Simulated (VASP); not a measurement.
Crystal: BaCdBrF.

```xyz
8
Lattice="4.6284 0.0000 0.0000 0.0000 4.6284 0.0000 0.0000 0.0000 9.8447" Properties=species:S:1:pos:R:3 pbc="T T T"
Ba    1.1571    1.1571    3.5308
Ba    3.4713    3.4713    6.3139
Cd    1.1571    3.4713    0.0000
Cd    3.4713    1.1571    0.0000
Br    1.1571    1.1571    8.0220
Br    3.4713    3.4713    1.8226
F     1.1571    3.4713    4.9223
F     3.4713    1.1571    4.9223
```

| Quantity | Value |
| --- | --- |
| Program | VASP 6.6.1 |
| Task | relaxation of the atoms |
| Functional | PBE |
| Potentials or basis | VASP PAW PBE potentials, release 64 (Ba_sv, Cd, Br, F) |
| Cutoff | 520 eV |
| k mesh | 7 × 7 × 4 |
| Occupations | fermi-dirac, width 0.1 eV |
| Spin | no spin polarisation |

At the start: pressure 4.3 GPa; volume 26.36 Å³/atom.

Task: Where does the relaxation end?

Result: Over 10 steps the energy falls by 310.3 meV/atom at a fixed cell; space group P4/nmm (No. 129, to 0.1 Å) before and after.

The path:
```
step  energy change (eV)  largest force (eV/Å)  pressure (GPa)
   1              0.0000                2.9045            4.31
   2             -0.7818                2.4902            3.21
   3             -2.1604                0.8219            0.99
   4             -2.2801                0.9250            0.67
   5             -2.4096                0.5619            1.09
   6             -2.4823                0.0148            1.93
   7             -2.4823                0.0202            1.89
   8             -2.4823                0.0127            1.89
   9             -2.4824                0.0138            1.89
  10             -2.4824                0.0033            1.91
```

Final structure:
```xyz
8
Lattice="4.6284 0.0000 0.0000 0.0000 4.6284 0.0000 0.0000 0.0000 9.8447" Properties=species:S:1:pos:R:3 pbc="T T T"
Ba    1.1571    1.1571    3.5850
Ba    3.4713    3.4713    6.2596
Cd    1.1571    3.4713    0.0000
Cd    3.4713    1.1571    9.8447
Br    1.1571    1.1571    7.1931
Br    3.4713    3.4713    2.6516
F     1.1571    3.4713    4.9223
F     3.4713    1.1571    4.9223
```
